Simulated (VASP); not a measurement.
A run of VASP 6.6.1:

The input INCAR:

```
SYSTEM = BaCaTe2
ALGO = Normal
EDIFF = 1E-6
ENCUT = 520
GGA = PE
ISIF = 2
ISMEAR = 0
LASPH = .True.
LCHARG = .False.
LREAL = .False.
LWAVE = .False.
NBANDS = 24
NELM = 100
PREC = Accurate
SIGMA = 0.01
```

The input KPOINTS:

```
k-points
0
Gamma
  6 6 6
  0 0 0
```

Contents of POSCAR:

```
BaCaTe2
1.0
    2.3536898412      1.3589034634      7.6989181769
   -2.3536898412      1.3589034634      7.6989181769
    0.0000000000     -2.7178069268      7.6989181769
Ca Ba Te
1 1 2
Direct
    1.0000000000      0.0000000000      0.0000000000
    0.5000000000      0.5000000000      0.5000000000
    0.2584182469      0.2584182469      0.2584182469
    0.7415817531      0.7415817531      0.7415817531
```

Potentials or basis: VASP PAW PBE potentials, release 64 (Ca_sv, Ba_sv, Te).

Run with:

```sh
$ cat potpaw_PBE.64/Ca_sv/POTCAR potpaw_PBE.64/Ba_sv/POTCAR potpaw_PBE.64/Te/POTCAR > POTCAR
$ mpirun -np 1 vasp_std > vasp.out
```

Hardware: 1 thread of Intel(R) Xeon(R) 6975P-C (Granite Rapids) (shared host).

Question: Estimate the wall time of this run.

Answer: Wall time 2.8 min on 1 thread of Intel(R) Xeon(R) 6975P-C (Granite Rapids), with other jobs on the host, peak memory 0.61 GiB. Counts: scf iterations 14, k points 32.
